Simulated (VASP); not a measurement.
Wanted: the native input for a VASP 6.6.1 run.

```yaml
Task: single point
Functional: PBEsol
Potentials_or_basis: VASP PAW PBE potentials, release 64 (Be, S)
Cutoff: 520 eV
k_mesh: 8 × 8 × 8
Occupations: gaussian, width 0.01 eV
Spin: no spin polarisation
Dipole_correction: no
Further_INCAR_settings: ALGO = Normal; EDIFF = 1e-06; NBANDS = 11
```

The structure of BeS lies in POSCAR:

```
BeS
1.0
    2.3705852530      2.3705852530      0.0000000000
   -2.3705852530      2.3705852530      0.0000000000
    0.0000000000      2.3705852530      2.4479921184
Be S
1 1
Direct
    0.0000000000      0.0000000000      0.0000000000
    0.7500000000      0.2500000000      0.5000000000
```

This cell differs from its parent crystal: in-plane strain -0.02.

These files were run (other wordings do the same):

INCAR

```
PREC = Accurate ; ENCUT = 520
EDIFF = 1E-6 ; ISMEAR = 0
SIGMA = 0.01 ; LREAL = F
LASPH = T ; NELM = 100
ALGO = Normal ; ISIF = 2
LWAVE = F ; LCHARG = F
GGA = PS ; NBANDS = 11
```

KPOINTS

```
regular mesh
0
Gamma
  8 8 8
```

Potentials or basis: VASP PAW PBE potentials, release 64 (Be, S).

Launch:

```console
$ cat potpaw_PBE.64/Be/POTCAR potpaw_PBE.64/S/POTCAR > POTCAR
$ mpirun -np 1 vasp_std > vasp.out
```

It gave:

| Item | Value |
| --- | --- |
| Pressure | 3.1 GPa |
| Band gap on the k mesh | 2.70 eV, indirect (least direct gap 5.52 eV) |

Caveat: the cell differs from its parent crystal (in-plane strain -0.02); the PAW data sets were made with another functional, which shifts forces and pressure a little.

Wall time 20 s on 1 thread of AMD EPYC 7R43 64-Core Processor (Zen 3), on a shared host, peak memory 0.12 GiB.
